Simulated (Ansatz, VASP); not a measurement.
One calculation of HfC, two programs

```xyz
2
Lattice="0.0000 2.3250 2.3250 2.3250 0.0000 2.3250 2.3250 2.3250 0.0000" Properties=species:S:1:pos:R:3 pbc="T T T"
Hf    2.3250    2.3250    2.3250
C     0.0000    0.0000    0.0000
```

Alike in both runs: task single point; functional PBE; k mesh 8 × 8 × 8; occupations gaussian, width 0.05 eV; collinear spin.

```csv
,VASP,Ansatz
version,VASP 6.6.1,Ansatz 0.2.0
potentials or method,"VASP PAW PBE potentials, release 64 (Hf_pv, C), cutoff 600 eV","scalar-relativistic, plane waves, PAW"
valence electrons in the cell,14,30
```

|  | VASP | Ansatz | Ansatz less VASP |
| --- | --- | --- | --- |
| gap on the k mesh at the Fermi level (eV) | none | none | - |
| pressure (GPa) | -0.5 | 0.3 | +0.78 |

A gap of «none» marks a metal or a gap that the smearing closes. The functional is the same, so the differences come from potentials, cutoffs and numerics. VASP's potentials hold 14 valence electrons a cell and Ansatz's 30, so a difference there can come from the potentials and not from the codes. Ansatz's warnings: no starting moments.

Spin-orbit coupling is off throughout.
